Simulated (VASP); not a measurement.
Wanted: the native input for a VASP 6.6.1 run.

| Quantity | Value |
| --- | --- |
| Task | relaxation of cell and atoms |
| Functional | LDA |
| Potentials or basis | VASP PAW LDA potentials, release 64 (Tl_d, Ni, F) |
| Cutoff | 600 eV |
| k mesh | 4 × 4 × 4 |
| Occupations | gaussian, width 0.05 eV |
| Spin | collinear spin, ferromagnetic start |
| Starting moments | [0.0, 1.5, 0.0, 0.0, 0.0] μB |
| Dipole correction | no |
| Further INCAR settings | ALGO = Normal; EDIFF = 1e-06; IBRION = 2; EDIFFG = -0.01; NSW = 80; ISIF = 3 |

The structure of TlNiF3 lies in POSCAR:

```
TlNiF3
1.0
    4.0873580000      0.0000000000      0.0000000000
    0.0000000000      4.0873580000      0.0000000000
    0.0000000000      0.0000000000      4.0873580000
Tl Ni F
1 1 3
Direct
    0.5000000000      0.5000000000      0.5000000000
    0.0000000000      0.0000000000      0.0000000000
    0.5000000000      0.0000000000      0.0000000000
    0.0000000000      0.5000000000      0.0000000000
    0.0000000000      0.0000000000      0.5000000000
```

The input as run:

INCAR

```
PREC = Accurate ; ENCUT = 600
EDIFF = 1E-6 ; ISMEAR = 0
SIGMA = 0.05 ; LREAL = False
LASPH = True ; NELM = 150
ALGO = Normal ; ISIF = 3
LWAVE = False ; LCHARG = False
ISPIN = 2 ; MAGMOM = 0 1.5 0 0 0
LORBIT = 11 ; LMAXMIX = 4
IBRION = 2 ; NSW = 80
EDIFFG = -0.01
```

KPOINTS

```
regular mesh
0
Gamma
  4 4 4
```

Potentials or basis: VASP PAW LDA potentials, release 64 (Tl_d, Ni, F).

Run with:

```sh
$ cat potpaw_LDA.64/Tl_d/POTCAR potpaw_LDA.64/Ni/POTCAR potpaw_LDA.64/F/POTCAR > POTCAR
$ mpirun -np 1 vasp_std > vasp.out
```

Results of the run:

- Relaxed volume: 12.62 Å³/atom
- Relaxed cell: a = 3.981 Å, b = 3.981 Å, c = 3.981 Å, α = 90.00°, β = 90.00°, γ = 90.00°
- Space group after relaxing (to 0.1 Å): Pm-3m (No. 221)
- Energy gained by relaxing: 24.8 meV/atom
- Ionic steps: 3
- Pressure after relaxing: 0.0 GPa
- Net moment: 1.66 μB per cell
- Site moments: Tl +0.00; Ni +1.43; F +0.07 μB
- Valence electrons inside the program's atomic spheres: Tl 11.14; Ni 8.93; F 6.04

Caveat: the k points lie up to 0.39 Å⁻¹ apart in the final cell; a cell with one magnetic atom can't hold antiferromagnetic order, which such compounds often take.

Wall time 72 s on 1 thread of AMD EPYC 7R13 Processor (Zen 3), with other jobs on the host, peak memory 0.19 GiB.
